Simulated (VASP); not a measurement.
Runs of VASP 6.6.1 on Ti. The structure is that of space group P6/mmm (No. 191), or close to it. The cells are those of the table. 

```tsv
cell	gap on the mesh (eV)	pressure (GPa)
a = 4.538, b = 4.538, c = 2.782 Å, angles 90.0, 90.0, 120.0°, 3 atoms	none	-0.7
a = 4.661, b = 4.661, c = 2.857 Å, angles 90.0, 90.0, 120.0°, 3 atoms	none	-8.8
a = 4.600, b = 4.600, c = 2.820 Å, angles 90.0, 90.0, 120.0°, 3 atoms	none	(a)
a = 4.690, b = 4.690, c = 2.875 Å, angles 90.0, 90.0, 120.0°, 3 atoms	none	-10.4
a = 4.506, b = 4.506, c = 2.762 Å, angles 90.0, 90.0, 120.0°, 3 atoms	none	(b)
a = 4.630, b = 4.630, c = 2.839 Å, angles 90.0, 90.0, 120.0°, 3 atoms	none	-7.1
a = 4.569, b = 4.569, c = 2.801 Å, angles 90.0, 90.0, 120.0°, 3 atoms	none	-3.0
```

Alike in all rows: task single point; level PBEsol; potentials or basis VASP PAW PBE potentials, release 64 (Ti_sv); no spin polarisation; k mesh 7 × 7 × 10; cutoff (eV) 520; smearing gaussian 0.15 eV.

Q: Estimate the missing entries.

A: (a) -5.1; (b) 1.8.

Caveats: the PAW data sets were made with another functional, which shifts forces and pressure a little.

A gap of «none» marks levels without a gap at the run's occupations.
